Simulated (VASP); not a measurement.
CdTe:

```
Cd Te
1.0
     0.00000    3.27990    3.27990
     3.27990    0.00000    3.27990
     3.27990    3.27990    0.00000
Cd Te
1 1
Direct
  0.00000 0.00000 0.00000
  0.25000 0.25000 0.25000
```

Base run:

| Item | Value |
| --- | --- |
| Program | VASP 6.6.1 |
| Functional | PBEsol |
| Dispersion | D4 |
| Potentials or basis | VASP PAW PBE potentials, release 64 (Cd, Te) |
| Cutoff | 500 eV |
| k mesh | 4 × 4 × 4 |
| Occupations | gaussian, width 0.01 eV |
| Spin | no spin polarisation |

Its results: band gap on the k mesh 0.54 eV, direct; pressure -1.8 GPa.

Problem. The run is repeated on the same cell with these changes: dispersion from D4 to none. What comes out?

Solution. Band gap on the k mesh 0.54 eV, direct; pressure -0.9 GPa.

Dispersion adds attraction, which lowers the pressure at fixed volume and, as a term added to the energy, leaves the levels alone.

Caveats: the PAW data sets were made with another functional, which shifts forces and pressure a little; spin-orbit coupling is left out, which moves the levels of the heavy elements.

